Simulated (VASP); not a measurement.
Wanted: the native input for a VASP 6.6.1 run.

* Task: single point
* Functional: PBE
* Potentials or basis: VASP PAW PBE potentials, release 64 (Sr_sv, O)
* Cutoff: 520 eV
* k mesh: 9 × 9 × 4
* Occupations: gaussian, width 0.05 eV
* Spin: no spin polarisation
* Dipole correction: no
* Further INCAR settings: ALGO = Normal; EDIFF = 1e-06; NBANDS = 24

The structure of SrO lies in POSCAR:

```
SrO
1.0
    3.5769478779      0.0000000000      0.0000000000
   -1.7884739390      3.0977277303      0.0000000000
    0.0000000000      0.0000000000      6.2426216355
Sr O
2 2
Direct
    0.3333333333      0.6666666667      0.2500000000
    0.6666666667      0.3333333333      0.7500000000
   -0.0114922947     -0.0229845894      0.0000000000
    0.0114922947      0.0229845894      0.5000000000
```

This cell differs from its parent crystal: mode 6 frozen in at +0.000 Å and mode 7 at -0.071 Å (largest displacements).

These files were run (other wordings do the same):

INCAR

```
SYSTEM = SrO
  PREC = Accurate
  ENCUT = 520
  EDIFF = 1E-6
  ISMEAR = 0
  SIGMA = 0.05
  LREAL = .False.
  LASPH = .True.
  NELM = 100
  ALGO = Normal
  ISIF = 2
  LWAVE = .False.
  LCHARG = .False.
  GGA = PE
  NBANDS = 24
```

KPOINTS

```
Automatic mesh
0
Gamma
  9 9 4
  0 0 0
```

Potentials or basis: VASP PAW PBE potentials, release 64 (Sr_sv, O).

Command:

```bash
$ cat potpaw_PBE.64/Sr_sv/POTCAR potpaw_PBE.64/O/POTCAR > POTCAR
$ mpirun -np 1 vasp_std > vasp.out
```

It gave:

```yaml
Pressure: 0.7 GPa
Largest_force: 0.143 eV/Å
Band_gap_on_the_k_mesh: 2.98 eV, direct
```

Caveat: the cell differs from its parent crystal (mode 6 frozen in at +0.000 Å and mode 7 at -0.071 Å (largest displacements)).

Wall time 100 s on 1 thread of Intel Xeon 6975P-C (shared host), peak memory 0.26 GiB.
